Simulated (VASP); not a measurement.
Input of a VASP 6.6.1 run:

Contents of POSCAR:

```
SrCl2
1.0
    0.0000000000      3.5206059550      3.5206059550
    3.5206059550      0.0000000000      3.5206059550
    3.5206059550      3.5206059550      0.0000000000
Sr Cl
1 2
Direct
    0.0000000000      0.0000000000      0.0000000000
    0.2500000000      0.2500000000      0.2500000000
    0.7500000000      0.7500000000      0.7500000000
```

The input INCAR.step1:

```
ALGO = Normal
EDIFF = 1E-5
ENCUT = 520
GGA = PE
ISIF = 2
ISMEAR = 0
LASPH = T
LCHARG = F
LREAL = F
LWAVE = T
NBANDS = 19
NELM = 80
PREC = Accurate
SIGMA = 0.05
```

Contents of INCAR.step2:

```
ALGO = Normal
EDIFF = 1E-6
ENCUT = 520
GGA = PE
HFSCREEN = 0.2079
ISIF = 2
ISMEAR = 0
ISTART = 1
LASPH = T
LCHARG = F
LHFCALC = T
LREAL = F
LWAVE = F
NBANDS = 19
NELM = 80
PREC = Accurate
PRECFOCK = Normal
SIGMA = 0.05
```

File KPOINTS:

```
k-points
0
Gamma
  4 4 4
```

Potentials or basis: VASP PAW PBE potentials, release 64 (Sr_sv, Cl).

Command:

```sh
$ cat potpaw_PBE.64/Sr_sv/POTCAR potpaw_PBE.64/Cl/POTCAR > POTCAR
$ cp INCAR.step1 INCAR
$ mpirun -np 1 vasp_std > vasp.out
$ cp INCAR.step2 INCAR
$ mpirun -np 1 vasp_std > vasp.out
```

Task: What does it give for the pressure?

Result: -0.4 GPa.

Task: Predict the band gap on the k mesh.

Result: 6.51 eV (least direct gap 6.82 eV).

Caveat: the PAW data sets were made with another functional, which shifts forces and pressure a little. A k mesh can miss the band edges.
